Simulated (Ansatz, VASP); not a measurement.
# One calculation of Sn, two programs

```
Sn
1.0
     6.03428    0.00000    0.00000
     0.00000    6.03428    0.00000
     0.00000    0.00000    3.01056
Sn
3
Direct
  0.00000 0.00000 0.00000
  0.00000 0.50000 0.00000
  0.50000 0.00000 0.00000
```

Alike in both runs: functional PBE; k mesh 8 × 8 × 16; occupations gaussian, width 0.1 eV; no spin polarisation.

Ansatz relaxed the structure, and its values are those at the end. VASP's run is a single point on that final structure, the one shown.

```csv
,VASP,Ansatz
version,VASP 6.6.1,Ansatz 0.2.0
potentials or method,"VASP PAW PBE potentials, release 64 (Sn_d), cutoff 520 eV","scalar-relativistic, plane waves, PAW"
valence electrons in the cell,42,42
```

```csv
,VASP,Ansatz,Ansatz less VASP
gap on the k mesh at the Fermi level (eV),none,none,-
pressure (GPa),0.0,0.0,+0.03
```

A gap of «none» marks a metal or a gap that the smearing closes.
